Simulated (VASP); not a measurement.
Here is a VASP 6.6.1 calculation.

Contents of INCAR:

```
  ALGO = Normal
  EDIFF = 1E-6
  ENCUT = 520
  GGA = PE
  ISIF = 2
  ISMEAR = 0
  LASPH = T
  LCHARG = T
  LELF = T
  LREAL = F
  LVHAR = T
  LWAVE = F
  NBANDS = 46
  NELM = 80
  PREC = Accurate
  SIGMA = 0.1
```

The input KPOINTS:

```
k-points
0
Gamma
  6 6 4
```

The input POSCAR:

```
SiGe5
1.0
    4.8036096344     -0.0000000030      0.0000000000
   -2.4018048146      4.1600479747      0.0000000000
    0.0000000000      0.0000000000      5.6221819178
Si Ge
1 5
Direct
    0.0000000000      0.0000000000      0.5000000000
    0.6666666667      0.3333333333      0.7430041657
    0.0000000000      0.0000000000      0.0000000000
    0.6666666667      0.3333333333      0.2569958343
    0.3333333333      0.6666666667      0.2569958343
    0.3333333333      0.6666666667      0.7430041657
```

Potentials or basis: VASP PAW PBE potentials, release 64 (Si, Ge_d).

The run is started by

```bash
$ cat potpaw_PBE.64/Si/POTCAR potpaw_PBE.64/Ge_d/POTCAR > POTCAR
$ mpirun -np 1 vasp_std > vasp.out
```

Question: What does it give for the largest force?

Answer: 0.024 eV/Å.

Question: What does it give for the band gap on the k mesh?

Answer: Zero (band 37 reaches 8.24 eV, above the bottom of band 38 at 4.99 eV).

Forces in eV/Å, atoms in the order of the input:
```
Si   0.000  0.000  0.000
Ge   0.000  0.000  0.024
Ge   0.000  0.000  0.000
Ge   0.000  0.000 -0.024
Ge   0.000  0.000 -0.024
Ge   0.000  0.000  0.024
```
